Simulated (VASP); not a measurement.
# BaS (I4/mmm) in VASP: notebook, part 2 of 2

VASP 6.6.1. Earlier steps stand in the parts before.

**4. Single point, PBE (uniaxial z strain +5.0%)**

Contents of INCAR:

```
PREC = Accurate
ENCUT = 520
EDIFF = 1E-6
ISMEAR = 0
SIGMA = 0.01
LREAL = F
LASPH = T
NELM = 100
ALGO = Normal
ISIF = 2
LWAVE = F
LCHARG = F
GGA = PE
NBANDS = 15
```

Contents of KPOINTS:

```
regular mesh
0
Gamma
  4 4 4
```

Contents of POSCAR:

```
BaS
1.0
    0.0000000000      3.2117958753      3.3723856691
    3.2117958753      0.0000000000      3.3723856691
    3.2117958753      3.2117958753      0.0000000000
Ba S
1 1
Direct
    0.0000000000      0.0000000000      0.0000000000
    0.5000000000      0.5000000000      0.5000000000
```

Potentials or basis: VASP PAW PBE potentials, release 64 (Ba_sv, S).

Launch:

```console
> cat potpaw_PBE.64/Ba_sv/POTCAR potpaw_PBE.64/S/POTCAR > POTCAR
> mpirun -np 1 vasp_std > vasp.out
```

OUTCAR:

```text
PREC = Accurate
   ENCUT = 520
   EDIFF = 1E-6
   ISMEAR = 0
   LREAL = F
   LASPH = T
   NELM = 100
   ISIF = 2
   GGA = PE

 ion  position               nearest neighbor table
   1  0.000  0.000  0.000-   2 3.21   2 3.21   2 3.21   2 3.21   2 3.37   2 3.37
   2  0.500  0.500  0.500-   1 3.21   1 3.21   1 3.21   1 3.21   1 3.37   1 3.37

  LATTYP: Found a body centered tetragonal cell.
 ALAT       =     4.5421652864
 C/A-ratio  =     1.4849242405

  Lattice vectors:

[... 407 lines left out ...]

------------------------ aborting loop because EDIFF is reached ----------------------------------------

  FORCE on cell =-STRESS in cart. coord.  units (eV):
  Direction    XX          YY          ZZ          XY          YZ          ZX
  --------------------------------------------------------------------------------------
  -------------------------------------------------------------------------------------
  Total       -0.0521723     -0.0521723     -1.2427237      0.0000000      0.0000000     -0.0000000
  in kB       -1.2013999     -1.2013999    -28.6168657      0.0000000      0.0000000     -0.0000000
  external PRESSURE =     -10.3398885 kB  Pullay stress =       0.0000000 kB

 VOLUME and BASIS-vectors are now :
 -----------------------------------------------------------------------------
  energy-cutoff  :      520.00
  volume of cell :       69.58
      direct lattice vectors                 reciprocal lattice vectors
     0.000000000  3.211795875  3.372385669    -0.155676145  0.155676145  0.148262995
     3.211795875  0.000000000  3.372385669     0.155676145 -0.155676145  0.148262995
     3.211795875  3.211795875  0.000000000     0.155676145  0.155676145 -0.148262995

 POSITION                                       TOTAL-FORCE (eV/Angst)
 -----------------------------------------------------------------------------------
      0.00000      0.00000      0.00000        -0.000000      0.000000      0.000000
      3.21180      3.21180      3.37239         0.000000     -0.000000      0.000000
 -----------------------------------------------------------------------------------
    total drift:                                0.000000      0.000000      0.000000

  FREE ENERGIE OF THE ION-ELECTRON SYSTEM (eV)
  ---------------------------------------------------
  free  energy   TOTEN  =       -10.1610139165 eV

  energy  without entropy=      -10.1610139165  energy(sigma->0) =      -10.16101392
```

OSZICAR:

```text
N       E                     dE             d eps       ncg     rms          rms(c)
DAV:   1     0.834731912759E+02    0.83473E+02   -0.65325E+03   390   0.903E+02
DAV:   2    -0.560026833864E+01   -0.89073E+02   -0.80098E+02   547   0.162E+02
DAV:   3    -0.105853444349E+02   -0.49851E+01   -0.49542E+01   546   0.421E+01
DAV:   4    -0.106800316069E+02   -0.94687E-01   -0.94678E-01   536   0.601E+00
DAV:   5    -0.106808704156E+02   -0.83881E-03   -0.83879E-03   540   0.454E-01    0.450E+00
DAV:   6    -0.101420925003E+02    0.53878E+00   -0.74921E-01   425   0.504E+00    0.302E+00
DAV:   7    -0.101443365960E+02   -0.22441E-02   -0.19973E-01   510   0.243E+00    0.209E+00
DAV:   8    -0.101575841013E+02   -0.13248E-01   -0.22755E-02   439   0.104E+00    0.270E-01
DAV:   9    -0.101599227105E+02   -0.23386E-02   -0.40373E-03   495   0.487E-01    0.196E-01
DAV:  10    -0.101608384850E+02   -0.91577E-03   -0.90246E-04   460   0.190E-01    0.578E-02
DAV:  11    -0.101610094711E+02   -0.17099E-03   -0.22381E-04   460   0.899E-02    0.161E-02
DAV:  12    -0.101610143962E+02   -0.49250E-05   -0.10654E-05   516   0.211E-02    0.403E-03
DAV:  13    -0.101610139165E+02    0.47966E-06   -0.17069E-06   439   0.801E-03
   1 F= -.10161014E+02 E0= -.10161014E+02  d E =-.177061E-34
```

stdout:

```text
POSCAR found type information on POSCAR BaS
 POSCAR found :  2 types and       2 ions
 scaLAPACK will be used
 LDA part: xc-table for (Slater+PW92), standard interpolation
 POSCAR, INCAR and KPOINTS ok, starting setup
 FFT: planning ... GRIDC
 FFT: planning ... GRID_SOFT
 FFT: planning ... GRID
 WAVECAR not read
 entering main loop
```

Run time: 11 s. Hardware: 1 thread of AMD EPYC 9R45 (Zen 5), shared host; peak memory 0.17 GiB.

What came out:

- Free energy: -10.1610 eV
- Pressure: -1.0 GPa
- Band gap on the k mesh: 2.16 eV, indirect (least direct gap 2.32 eV)

Caveat: the cell differs from its parent crystal (uniaxial z strain +5.0%); spin-orbit coupling is left out, which moves the levels of the heavy elements.

**5. The runs side by side**

| cell | gap on the mesh (eV) | pressure (GPa) |
| --- | --- | --- |
| a = 4.558, b = 4.558, c = 4.588 Å, angles 59.8, 59.8, 60.4°, 2 atoms | 2.12 | 0.0 |
| a = 4.542, b = 4.611, c = 4.611 Å, angles 59.0, 60.5, 60.5°, 2 atoms | 2.14 | -0.5 |
| a = 4.657, b = 4.657, c = 4.542 Å, angles 60.8, 60.8, 58.4°, 2 atoms | 2.16 | -1.0 |

Alike in all rows: task single point; level PBE; potentials or basis VASP PAW PBE potentials, release 64 (Ba_sv, S); no spin polarisation; k mesh 4 × 4 × 4; cutoff (eV) 520; smearing gaussian 0.01 eV.

Caveats: some runs use coarse meshes; spin-orbit coupling is left out, which moves the levels of the heavy elements.

Absolute energies hang on the potentials; compare differences alone.
